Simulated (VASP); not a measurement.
# InSe (C2/m) in VASP: further runs, part 2 of 2

VASP 6.6.1.

**4. Single point, PBE+D4 (25.87 Å³/atom)**

This run uses another cell than the first one, of 25.87 Å³/atom.

INCAR

```
  PREC = Accurate
  ENCUT = 520
  EDIFF = 1E-6
  ISMEAR = 0
  SIGMA = 0.05
  LREAL = False
  LASPH = True
  NELM = 60
  ALGO = Normal
  ISIF = 2
  LWAVE = False
  LCHARG = False
  GGA = PE
  IVDW = 13
  NBANDS = 27
```

KPOINTS

```
Automatic mesh
0
Gamma
  6 6 6
```

POSCAR

```
InSe
1.0
    5.9435203432     -2.0693654920      0.0179155308
    5.9435203432      2.0693654920      0.0179155308
   -1.6070532891      0.0000000000      4.2024152896
In Se
2 2
Direct
    0.8850047712      0.8850047712      0.0205581873
    0.1149952288      0.1149952288      0.9794418127
    0.6531451187      0.6531451187      0.6336450686
    0.3468548813      0.3468548813      0.3663549314
```

Potentials or basis: VASP PAW PBE potentials, release 64 (In_d, Se).

Launch:

```console
cat potpaw_PBE.64/In_d/POTCAR potpaw_PBE.64/Se/POTCAR > POTCAR
mpirun -np 1 vasp_std > vasp.out
```

OUTCAR:

```text
PREC = Accurate
   ENCUT = 520
   EDIFF = 1E-6
   ISMEAR = 0
   LREAL = False
   LASPH = True
   NELM = 60
   ISIF = 2
   GGA = PE
   IVDW = 13

 ion  position               nearest neighbor table
   1  0.885  0.885  0.021-   3 2.69   4 2.72   4 2.72   2 2.80   2 3.77   2 3.77
   2  0.115  0.115  0.979-   4 2.69   3 2.72   3 2.72   1 2.80   1 3.77   1 3.77
   3  0.653  0.653  0.634-   1 2.69   2 2.72   2 2.72
   4  0.347  0.347  0.366-   2 2.69   1 2.72   1 2.72

  LATTYP: Found a base centered monoclinic cell.
 ALAT       =    11.8870946890
 B/A-ratio  =     0.3481701031
 C/A-ratio  =     0.3784955681
 COS(beta)  =    -0.3543683846

  Lattice vectors:

 A1 = (   5.9435203432,  -2.0693654920,   0.0179155308)
 A2 = (   5.9435203432,   2.0693654920,   0.0179155308)
 A3 = (  -1.6070532891,   0.0000000000,   4.2024152896)

Analysis of symmetry for initial positions (statically):
=====================================================================
 Subroutine PRICEL returns:
 Original cell was already a primitive cell.

 Routine SETGRP: Setting up the symmetry group for a
 base centered monoclinic supercell.

[... 169 lines left out ...]

 E-fermi :   5.2579     XC(G=0):  -9.6355

 val. band max:        5.0390760576   @ k =  -0.3333  -0.3333   0.3333
 cond. band min:       5.7533440754   @ k =   0.3333   0.3333   0.0000
 fundamental gap:      0.7142680178
 Fermi energy:         5.2579344045

 k-point     1 :       0.0000    0.0000    0.0000
  band No.  band energies     occupation
      1      -9.6118      2.00000
      2      -9.5349      2.00000
      3      -9.3121      2.00000
      4      -9.3054      2.00000
      5      -9.2728      2.00000
      6      -9.2692      2.00000
[... 709 lines left out ...]
     26      12.5511      0.00000
     27      12.9950      0.00000

 [... further k-points ...]

------------------------ aborting loop because EDIFF is reached ----------------------------------------

  DFT-D4 for vdW energy calculation

  Edisp (eV):   -1.48365

  FORCE on cell =-STRESS in cart. coord.  units (eV):
  Direction    XX          YY          ZZ          XY          YZ          ZX
  --------------------------------------------------------------------------------------
  -------------------------------------------------------------------------------------
  Total       0.01404     0.04330     0.02005     0.00000     0.00000    -0.00392
  in kB       0.21734     0.67030     0.31045     0.00000     0.00000    -0.06063
  external pressure =        0.40 kB  Pullay stress =        0.00 kB

 VOLUME and BASIS-vectors are now :
 -----------------------------------------------------------------------------
  energy-cutoff  :      520.00
  volume of cell :      103.49
      direct lattice vectors                 reciprocal lattice vectors
     5.943520343 -2.069365492  0.017915531     0.084028368 -0.241619956  0.032133441
     5.943520343  2.069365492  0.017915531     0.084028368  0.241619956  0.032133441
    -1.607053289  0.000000000  4.202415290    -0.000716451  0.000000000  0.237684416

 POSITION                                       TOTAL-FORCE (eV/Angst)
 -----------------------------------------------------------------------------------
     10.48705      0.00000      0.11810         0.013712      0.000000     -0.004541
     -0.20706      0.00000      4.12014        -0.013712      0.000000      0.004541
      6.74566      0.00000      2.68624         0.000529      0.000000     -0.010657
      3.53433      0.00000      1.55200        -0.000529      0.000000      0.010657
 -----------------------------------------------------------------------------------
    total drift:                                0.000000      0.000000     -0.000000

  FREE ENERGIE OF THE ION-ELECTRON SYSTEM (eV)
  ---------------------------------------------------
  free  energy   TOTEN  =       -15.4693447691 eV

  energy  without entropy=      -15.4693447691  energy(sigma->0) =      -15.46934477
```

OSZICAR:

```text
N       E                     dE             d eps       ncg     rms          rms(c)
DAV:   1     0.335592247347E+03    0.33559E+03   -0.17666E+04  3672   0.162E+03
DAV:   2     0.252111985998E+02   -0.31038E+03   -0.30026E+03  3694   0.394E+02
DAV:   3    -0.127646232818E+02   -0.37976E+02   -0.37281E+02  4674   0.144E+02
DAV:   4    -0.143857270821E+02   -0.16211E+01   -0.16157E+01  4402   0.300E+01
DAV:   5    -0.144373678328E+02   -0.51641E-01   -0.51631E-01  5281   0.552E+00    0.625E+00
DAV:   6    -0.140015147779E+02    0.43585E+00   -0.82864E-01  5272   0.148E+01    0.376E+00
DAV:   7    -0.139861659483E+02    0.15349E-01   -0.34262E-01  5629   0.432E+00    0.118E+00
DAV:   8    -0.139850405990E+02    0.11253E-02   -0.38596E-02  5327   0.215E+00    0.517E-01
DAV:   9    -0.139856500005E+02   -0.60940E-03   -0.52352E-03  5215   0.773E-01    0.182E-01
DAV:  10    -0.139856560576E+02   -0.60571E-05   -0.44742E-04  4384   0.170E-01    0.101E-01
DAV:  11    -0.139856964658E+02   -0.40408E-04   -0.19039E-04  4614   0.145E-01    0.343E-02
DAV:  12    -0.139856909379E+02    0.55279E-05   -0.27126E-05  4836   0.483E-02    0.174E-02
DAV:  13    -0.139856912209E+02   -0.28302E-06   -0.46493E-06  3843   0.134E-02
   1 F= -.15469345E+02 E0= -.15469345E+02  d E =-.124758E-11
```

stdout:

```text
POSCAR found type information on POSCAR InSe
 POSCAR found :  2 types and       4 ions
 scaLAPACK will be used
 LDA part: xc-table for (Slater+PW92), standard interpolation
 POSCAR, INCAR and KPOINTS ok, starting setup
 FFT: planning ... GRIDC
 FFT: planning ... GRID_SOFT
 FFT: planning ... GRID
 WAVECAR not read
 entering main loop
```

It took 2.2 min on 1 thread of Intel Xeon 6975P-C (Granite Rapids), shared host; peak memory 0.37 GiB.

What came out:

* Free energy: -15.4693 eV
* Pressure: 0.0 GPa
* Largest force: 0.014 eV/Å
* Band gap on the k mesh: 0.71 eV (least direct gap 1.07 eV)
* Dispersion energy per atom: -0.371 eV

Forces in eV/Å, atoms in the order of the input:
```
In   0.014  0.000 -0.005
In  -0.014  0.000  0.005
Se   0.001  0.000 -0.011
Se  -0.001  0.000  0.011
```

Caveat: spin-orbit coupling is left out, which moves the levels of the heavy elements. A k mesh can miss the band edges.

**5. Single point, PBE+D4**

This run uses another cell than the first one, of 26.07 Å³/atom.

INCAR

```
PREC = Accurate
ENCUT = 520
EDIFF = 1E-7
ISMEAR = 0
SIGMA = 0.05
LREAL = False
LASPH = True
NELM = 80
ALGO = Normal
ISIF = 2
LWAVE = False
LCHARG = False
GGA = PE
IVDW = 13
NBANDS = 27
```

KPOINTS

```
regular mesh
0
Gamma
  6 6 6
```

POSCAR

```
InSe
1.0
    5.9383062682     -2.0710758696      0.0064146278
    5.9383062682      2.0710758696      0.0064146278
   -1.6138791200      0.0000000000      4.2374911276
In Se
2 2
Direct
    0.8851172357      0.8851172357      0.0230297324
    0.1148827643      0.1148827643      0.9769702676
    0.6533965309      0.6533965309      0.6350909985
    0.3466034691      0.3466034691      0.3649090015
```

Launch:

```console
cat potpaw_PBE.64/In_d/POTCAR potpaw_PBE.64/Se/POTCAR > POTCAR
mpirun -np 1 vasp_std > vasp.out
```

Run time: 2.4 min. Hardware: 1 thread of Intel Xeon 6975P-C (Granite Rapids), shared host; peak memory 0.37 GiB.

The run converged. Its results:

| Quantity | Value |
| --- | --- |
| Free energy | -15.4688 eV |
| Pressure | -0.2 GPa |
| Largest force | 0.030 eV/Å |
| Band gap on the k mesh | 0.74 eV (least direct gap 1.07 eV) |
| Dispersion energy per atom | -0.368 eV |

Forces on the atoms (eV/Å):
```
In   0.030  0.000 -0.004
In  -0.030  0.000  0.004
Se   0.008  0.000 -0.008
Se  -0.008  0.000  0.008
```

Levels at points of the mesh, in eV from the valence-band top:
```tsv
k point	band 15	band 16	band 17	band 18	band 19	band 20	band 21	band 22	band 23	band 24
(0.00, 0.00, 0.00)	-3.67	-2.58	-2.36	-1.83	-1.54	2.49	3.52	4.03	4.99	5.19
(0.50, 0.00, 0.00)	-2.43	-2.03	-1.60	-1.49	-1.02	1.63	2.43	3.23	3.45	4.37
(0.50, 0.50, 0.00)	-2.83	-2.51	-1.22	-0.93	-0.45	0.92	2.61	2.84	4.59	5.88
(0.00, 0.00, 0.50)	-1.98	-1.84	-1.73	-1.24	-0.21	0.86	2.41	3.35	3.36	5.43
(0.50, 0.00, 0.50)	-3.93	-3.39	-2.70	-2.46	-1.92	1.94	3.17	4.35	4.36	6.90
(0.50, 0.50, 0.50)	-2.56	-1.59	-1.57	-1.25	-0.35	1.98	2.98	3.02	3.82	4.86
```

Caveat: spin-orbit coupling is left out, which moves the levels of the heavy elements. A hybrid or GW would open this gap; PBE tends to underestimate it.

**6. Overview**

| cell | gap on the mesh (eV) | pressure (GPa) | largest force (eV/Å) |
| --- | --- | --- | --- |
| a = 6.312, b = 6.312, c = 4.324 Å, angles 109.8, 109.8, 38.2°, 4 atoms, atomic positions A | 0.49 | 1.2 | 0.02 |
| a = 6.305, b = 6.305, c = 4.409 Å, angles 109.7, 109.7, 38.3°, 4 atoms, atomic positions B | 0.60 | 0.5 | 0.01 |
| a = 6.293, b = 6.293, c = 4.499 Å, angles 109.6, 109.6, 38.4°, 4 atoms, atomic positions C | 0.71 | 0.0 | 0.01 |
| a = 6.289, b = 6.289, c = 4.534 Å, angles 109.6, 109.6, 38.5°, 4 atoms, atomic positions D | 0.74 | -0.2 | 0.03 |

Alike in all rows: task single point; level PBE+D4; potentials or basis VASP PAW PBE potentials, release 64 (In_d, Se); no spin polarisation; k mesh 6 × 6 × 6; cutoff (eV) 520; smearing gaussian 0.05 eV.

Caveats: spin-orbit coupling is left out, which moves the levels of the heavy elements.

Absolute energies hang on the potentials; compare differences alone.
